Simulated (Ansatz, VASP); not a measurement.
# One calculation of Pt, two programs

```xyz
1
Lattice="-1.5605 1.5605 1.5367 1.5605 -1.5605 1.5367 1.5605 1.5605 -1.5367" Properties=species:S:1:pos:R:3 pbc="T T T"
Pt    0.0000    0.0000    0.0000
```

Change from the starting cell: strain -0.015 along x and y, -0.030 along z, atoms carried along.

Alike in both runs: task single point; functional LDA; k mesh 22 × 22 × 22; occupations gaussian, width 0.15 eV; no spin polarisation.

```csv
,VASP,Ansatz
version,VASP 6.6.1,Ansatz 0.2.0
potentials or method,"VASP PAW LDA potentials, release 64 (Pt), cutoff 520 eV","scalar-relativistic, plane waves, PAW"
valence electrons in the cell,10,18
```

Ansatz gave:

| Property | Result |
| --- | --- |
| gap on the k mesh at the Fermi level (eV) | none |
| pressure (GPa) | -0.9 |
| traceless stress, the component that is largest in VASP (GPa) | -1.26 |

Problem. What did VASP give for the same quantities?

Solution. gap on the k mesh at the Fermi level (eV): none; pressure (GPa): -0.2; traceless stress, the component that is largest in VASP (GPa): -1.25.

LDA's correlation is that of Perdew and Zunger in VASP and of Perdew and Wang (1992) in Ansatz. A gap of «none» marks a metal or a gap that the smearing closes. VASP's potentials hold 10 valence electrons a cell and Ansatz's 18, so a difference there can come from the potentials and not from the codes.

Neither program's run includes spin-orbit coupling.
